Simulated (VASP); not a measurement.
# C in VASP: single point with r2SCAN

Aim: the single point of C with r2SCAN.

All numbers are computed with VASP 6.6.1; they aren't measurements. Logs are shortened: lines on timing, memory, paths and dates and some standing lists are left out, and cuts for length are marked.

## (1) The cell of the first run

The cell holds a slab with vacuum, 2 atoms: a = 2.456 Å, b = 2.456 Å, c = 8.524 Å, α = 90.00°, β = 90.00°, γ = 120.00°.

## (2) Single point, r2SCAN

POSCAR

```
C
1.0
    2.4559599776      0.0000000000      0.0000000000
   -1.2279799888      2.1269237313      0.0000000000
    0.0000000000      0.0000000000      8.5238458842
C
2
Direct
    0.3333335934      0.6666677536     -0.0000002642
    0.6666664066      0.3333322464      0.0000002642
```

INCAR.step1

```
SYSTEM = C
PREC     = Accurate       ! precision mode
ENCUT    = 520            ! plane-wave cutoff, eV
ISMEAR   = 0              ! smearing method
SIGMA    = 0.15           ! smearing width, eV
LREAL    = .FALSE.        ! projectors in reciprocal space
LASPH    = .TRUE.         ! aspherical terms in the spheres
NELM     = 60             ! most SCF steps
NBANDS   = 11             ! bands
GGA      = PE             ! functional
ALGO     = Normal         ! electronic algorithm
EDIFF    = 1E-4           ! SCF threshold, eV
LWAVE    = .TRUE.         ! write WAVECAR
LCHARG   = .FALSE.        ! write CHGCAR
```

INCAR.step2

```
SYSTEM = C
PREC     = Accurate       ! precision mode
ENCUT    = 520            ! plane-wave cutoff, eV
EDIFF    = 1E-7           ! SCF threshold, eV
ISMEAR   = 0              ! smearing method
SIGMA    = 0.15           ! smearing width, eV
LREAL    = .FALSE.        ! projectors in reciprocal space
LASPH    = .TRUE.         ! aspherical terms in the spheres
NELM     = 60             ! most SCF steps
ALGO     = Normal         ! electronic algorithm
ISIF     = 2              ! what is computed and relaxed
LWAVE    = .FALSE.        ! write WAVECAR
LCHARG   = .TRUE.         ! write CHGCAR
METAGGA  = R2SCAN         ! meta-GGA
LMIXTAU  = .TRUE.       
LELF     = .TRUE.         ! ELF
LVHAR    = .TRUE.       
NBANDS   = 11             ! bands
ISTART   = 1
```

KPOINTS

```
regular mesh
0
G
  18 18 4
  0 0 0
```

Potentials or basis: VASP PAW PBE potentials, release 64 (C).

Started as:

```sh
$ cat potpaw_PBE.64/C/POTCAR > POTCAR
$ cp INCAR.step1 INCAR
$ mpirun -np 1 vasp_std > vasp.out
$ cp INCAR.step2 INCAR
$ mpirun -np 1 vasp_std > vasp.out
```

OUTCAR:

```text
SYSTEM = C
   PREC = Accurate
   ENCUT = 520
   EDIFF = 1E-7
   ISMEAR = 0
   LREAL = .FALSE.
   LASPH = .TRUE.
   NELM = 60
   ISIF = 2
   METAGGA = R2SCAN
   ISTART = 1

 ion  position               nearest neighbor table
   1  0.333  0.667  1.000-   2 1.42   2 1.42   2 1.42
   2  0.667  0.333  0.000-   1 1.42   1 1.42   1 1.42

  LATTYP: Found a hexagonal cell.
 ALAT       =     2.4559599776
 C/A-ratio  =     3.4706778457

  Lattice vectors:

 A1 = (   2.4559599776,   0.0000000000,   0.0000000000)
 A2 = (  -1.2279799888,   2.1269237313,   0.0000000000)
 A3 = (   0.0000000000,   0.0000000000,   8.5238458842)

Analysis of symmetry for initial positions (statically):
=====================================================================
 Subroutine PRICEL returns:
 Original cell was already a primitive cell.

 Routine SETGRP: Setting up the symmetry group for a
 hexagonal supercell.

 Subroutine GETGRP returns: Found 24 space group operations
 (whereof 24 operations were pure point group operations)
 out of a pool of 24 trial point group operations.

The static configuration has the point symmetry D_6h.

Analysis of symmetry for dynamics (positions and initial velocities):
=====================================================================
 Subroutine PRICEL returns:
 Original cell was already a primitive cell.

 Routine SETGRP: Setting up the symmetry group for a
 hexagonal supercell.

 Subroutine GETGRP returns: Found 24 space group operations
 (whereof 24 operations were pure point group operations)
 out of a pool of 24 trial point group operations.

The dynamic configuration has the point symmetry D_6h.

 Subroutine INISYM returns: Found 24 space group operations
 (whereof 24 operations are pure point group operations),
 and found     1 'primitive' translations

----------------------------------------------------------------------------------------

                                     Primitive cell

  volume of cell :      44.5255

  direct lattice vectors                    reciprocal lattice vectors
     2.455959978  0.000000000  0.000000000     0.407172759  0.235081302  0.000000000
    -1.227979989  2.126923731  0.000000000     0.000000000  0.470162604  0.000000000
     0.000000000  0.000000000  8.523845884     0.000000000  0.000000000  0.117317935

  length of vectors
     2.455959978  2.455959978  8.523845884     0.470162604  0.470162604  0.117317935

  position of ions in fractional coordinates (direct lattice)
     0.333333593  0.666667754  0.999999736
     0.666666407  0.333332246  0.000000264

  ion indices of the primitive-cell ions
   primitive index   ion index
                 1           1
                 2           2

----------------------------------------------------------------------------------------

 KPOINTS: regular mesh

Automatic generation of k-mesh.
 Grid dimensions read from file:
 generate k-points for:   18   18    4

 Generating k-lattice:

  Cartesian coordinates                     Fractional coordinates (reciprocal lattice)
     0.022620709  0.013060072  0.000000000     0.055555556  0.000000000  0.000000000
     0.000000000  0.026120145  0.000000000     0.000000000  0.055555556  0.000000000
     0.000000000  0.000000000  0.029329484     0.000000000  0.000000000  0.250000000

  Length of vectors
     0.026120145  0.026120145  0.029329484

  Shift w.r.t. Gamma in fractional coordinates (k-lattice)
     0.000000000  0.000000000  0.000000000

 Subroutine IBZKPT returns following result:
 ===========================================

 Found    111 irreducible k-points:

 Following reciprocal coordinates:
            Coordinates               Weight
  0.000000  0.000000  0.000000      1.000000
  0.055556 -0.000000  0.000000      6.000000
  0.111111 -0.000000  0.000000      6.000000
  0.166667  0.000000  0.000000      6.000000
  0.222222 -0.000000  0.000000      6.000000
  0.277778 -0.000000  0.000000      6.000000
[... 16 lines left out ...]
  0.333333  0.111111  0.000000     12.000000
  0.388889  0.111111  0.000000     12.000000
 [... further k-points ...]
   k-points           NKPTS =    111   k-points in BZ     NKDIM =    111   number of bands    NBANDS=     11
   number of dos      NEDOS =    301   number of ions     NIONS =      2
   total plane-waves  NPLWV =  20736
   dimension x,y,z NGX =    18 NGY =   18 NGZ =   64
   dimension x,y,z NGXF=    36 NGYF=   36 NGZF=  128
   ions per type =               2
   NGX,Y,Z   is equivalent  to a cutoff of  12.18, 12.18, 12.48 a.u.
   NGXF,Y,Z  is equivalent  to a cutoff of  24.37, 24.37, 24.96 a.u.
 SYSTEM =  C
   PREC   = accura    normal or accurate (medium, high low for compatibility)
   ISTART =      1    job   : 0-new  1-cont  2-samecut
   ICHARG =      0    charge: 1-file 2-atom 10-const
   ISPIN  =      1    spin polarized calculation?
   LNONCOLLINEAR =      F non collinear calculations
   LSORBIT =      F    spin-orbit coupling
   LASPH  =      T    aspherical Exc in radial PAW
   ENCUT  =  520.0 eV  38.22 Ry    6.18 a.u.   4.57  4.57 15.85*2*pi/ulx,y,z
   NELM   =     60;   NELMIN=  2; NELMDL=  0     # of ELM steps
   EDIFF  = 0.1E-06   stopping-criterion for ELM
   LREAL  =      F    real-space projection
   EDIFFG = 0.1E-05   stopping-criterion for IOM
   NSW    =      0    number of steps for IOM
   IBRION =     -1    ionic relax: 0-MD 1-quasi-New 2-CG
   NFREE  =      0    steps in history (QN), initial steepest desc. (CG)
   ISIF   =      2    stress and relaxation
   ISYM   =      2    0-nonsym 1-usesym 2-fastsym
   POTIM  = 0.5000    time-step for ionic-motion
   TEBEG  =    0.0;   TEEND  =   0.0 temperature during run
   PSTRESS=    0.0 pullay stress
   NELECT =       8.0000    total number of electrons
   NUPDOWN=      -1.0000    fix difference up-down
   EMIN   =  10.00;   EMAX   =-10.00  energy-range for DOS
   EFERMI =   0.00;   METHOD = LEGACY
   ISMEAR =     0;   SIGMA  =   0.15  broadening in eV -4-tet -1-fermi 0-gaus
   EFERMI_NEDOS =   21; number of points for ismear=-14 and -15
   IALGO  =     38    algorithm
   IMIX   =      4    mixing-type and parameters
     AMIX     =   0.40;   BMIX     =  1.00
     AMIX_MAG =   1.60;   BMIX_MAG =  1.00
  volume/ion in A,a.u.               =      22.26       150.24
  Fermi-wavevector in a.u.,A,eV,Ry     =   0.923780  1.745691 11.610797  0.853370
  Thomas-Fermi vector in A             =   2.049454
   LORBIT       =      0    0 simple, 1 ext, 2 COOP (PROOUT), +10 PAW based schemes
   METAGGA = R2SCAN    functional components
   LHFCALC =     F    Hartree Fock is set to
   AEXX    =    0.0000 exact exchange contribution
   IVDW    =     0    specifies the selected vdW correction
   LEPSILON=     F    determine dielectric tensor
   LRPA    =     F    only Hartree local field effects (RPA)
 non-spin polarized calculation
 Gauss-broadening in eV      SIGMA  =   0.15
  energy-cutoff  :      520.00
  volume of cell :       44.53
 maximum number of plane-waves:      1221
   NGX =  9   NGY =  9   NGZ = 31

 number of electron       7.9999997 magnetization

 Free energy of the ion-electron system (eV)
  ---------------------------------------------------
  ext. energy  EPLUGINS =         0.00000000
  ---------------------------------------------------
  free energy    TOTEN  =       -19.84168624 eV

  energy without entropy =      -19.84064145  energy(sigma->0) =      -19.84116385

 E-fermi :  -0.7174     XC(G=0):  -5.0613

 val. band max:       -0.7174058247   @ k =   0.3333   0.3333   0.0000
 cond. band min:      -0.7173809646   @ k =   0.3333   0.3333   0.5000
 fundamental gap:      0.0000248600
 Fermi energy:        -0.7173919215

 k-point     1 :       0.0000    0.0000    0.0000
  band No.  band energies     occupation
      1     -21.5876      2.00000
      2      -8.8646      2.00000
      3      -3.9534      2.00000
      4      -3.9532      2.00000
      5       2.6624      0.00000
      6       5.1050      0.00000
      7       6.6018      0.00000
      8       7.9917      0.00000
      9       7.9920      0.00000
     10      11.7959      0.00000
     11      12.5337      0.00000

 k-point     2 :       0.0556   -0.0000    0.0000
  band No.  band energies     occupation
      1     -21.5100      2.00000
      2      -8.7719      2.00000
      3      -4.2759      2.00000
      4      -4.1217      2.00000
      5       2.7635      0.00000
      6       5.2040      0.00000
      7       6.6972      0.00000
      8       8.0449      0.00000
      9       8.3307      0.00000
     10      11.5087      0.00000
     11      12.6772      0.00000

 k-point     3 :       0.1111   -0.0000    0.0000
  band No.  band energies     occupation
      1     -21.2775      2.00000
      2      -8.4946      2.00000
      3      -5.1595      2.00000
      4      -4.5682      2.00000
      5       3.0672      0.00000
      6       5.5003      0.00000
      7       6.9827      0.00000
      8       8.1177      0.00000
      9       9.2845      0.00000
     10      10.6957      0.00000
     11      13.1389      0.00000

 k-point     4 :       0.1667    0.0000    0.0000
  band No.  band energies     occupation
      1     -20.8913      2.00000
      2      -8.0362      2.00000
      3      -6.4239      2.00000
      4      -5.1677      2.00000
      5       3.5733      0.00000
      6       5.9910      0.00000
      7       7.4393      0.00000
      8       8.1060      0.00000
      9       9.4747      0.00000
     10      10.7157      0.00000
     11      13.9213      0.00000
[... 239 lines left out ...]
 k-point    22 :       0.2778    0.1111    0.0000
  band No.  band energies     occupation
      1     -18.6159      2.00000
      2     -10.9407      2.00000
      3      -7.8102      2.00000
      4      -5.4124      2.00000
      5       4.3871      0.00000
      6       6.6033      0.00000
      7       8.7021      0.00000
      8       8.8907      0.00000
      9      10.4918      0.00000
     10      14.1144      0.00000
     11      15.3244      0.00000

 k-point    23 :       0.3333    0.1111    0.0000
  band No.  band energies     occupation
      1     -17.6620      2.00000
      2     -12.4026      2.00000
      3      -8.2048      2.00000
      4      -4.3959      2.00000
      5       2.8638      0.00000
      6       7.8972      0.00000
      7       8.5486      0.00000
      8      10.0844      0.00000
      9      11.7409      0.00000
     10      14.4117      0.00000
     11      14.8662      0.00000

 k-point    24 :       0.3889    0.1111    0.0000
  band No.  band energies     occupation
      1     -16.6170      2.00000
      2     -13.7672      2.00000
      3      -8.4440      2.00000
      4      -3.4385      2.00000
      5       1.5834      0.00000
      6       8.4033      0.00000
      7       9.4229      0.00000
      8      11.3512      0.00000
      9      12.8581      0.00000
     10      13.1801      0.00000
     11      14.1563      0.00000

 [... further k-points ...]

------------------------ aborting loop because EDIFF is reached ----------------------------------------

  FORCE on cell =-STRESS in cart. coord.  units (eV):
  Direction    XX          YY          ZZ          XY          YZ          ZX
  --------------------------------------------------------------------------------------
  -------------------------------------------------------------------------------------
  Total        0.1105012      0.1105012     -0.0127279      0.0000000      0.0000000     -0.0000000
  in kB        3.9762068      3.9762068     -0.4579918      0.0000000      0.0000000     -0.0000000
  external PRESSURE =       2.4981406 kB  Pullay stress =       0.0000000 kB

 VOLUME and BASIS-vectors are now :
 -----------------------------------------------------------------------------
  energy-cutoff  :      520.00
  volume of cell :       44.53
      direct lattice vectors                 reciprocal lattice vectors
     2.455959978  0.000000000  0.000000000     0.407172759  0.235081302  0.000000000
    -1.227979989  2.126923731  0.000000000     0.000000000  0.470162604  0.000000000
     0.000000000  0.000000000  8.523845884     0.000000000  0.000000000  0.117317935

 POSITION                                       TOTAL-FORCE (eV/Angst)
 -----------------------------------------------------------------------------------
     -0.00000      1.41795      8.52384         0.000000      0.000000      0.000000
      1.22798      0.70897      0.00000         0.000000     -0.000000      0.000000
 -----------------------------------------------------------------------------------
    total drift:                                0.000000      0.000000      0.000000

  FREE ENERGIE OF THE ION-ELECTRON SYSTEM (eV)
  ---------------------------------------------------
  free  energy   TOTEN  =       -19.8416862428 eV

  energy  without entropy=      -19.8406414474  energy(sigma->0) =      -19.84116385
```

Wall time 5.5 min (1 thread of Intel Xeon 8259CL, shared host); peak memory 0.18 GiB.

What came out:

- Free energy: -19.8417 eV
- Band gap on the k mesh: zero (filled and empty bands touch)

Levels at points of the mesh, in eV from the Fermi level:
```
           k point  band 1  band 2  band 3  band 4  band 5  band 6  band 7  band 8  band 9
(0.00, 0.00, 0.00)  -20.87   -8.15   -3.24   -3.24    3.38    5.82    7.32    8.71    8.71
(0.50, 0.00, 0.00)  -15.34  -14.11   -6.85   -2.54    1.81    7.76   11.48   11.57   13.28
(0.00, 0.00, 0.50)  -20.87   -8.15   -3.24   -3.24    4.13    4.19    8.71    8.71    9.48
(0.50, 0.00, 0.50)  -15.34  -14.11   -6.85   -2.54    1.81    7.76   12.07   12.20   12.22
```

Caveat: the PAW data sets were made with another functional, which shifts forces and pressure a little.
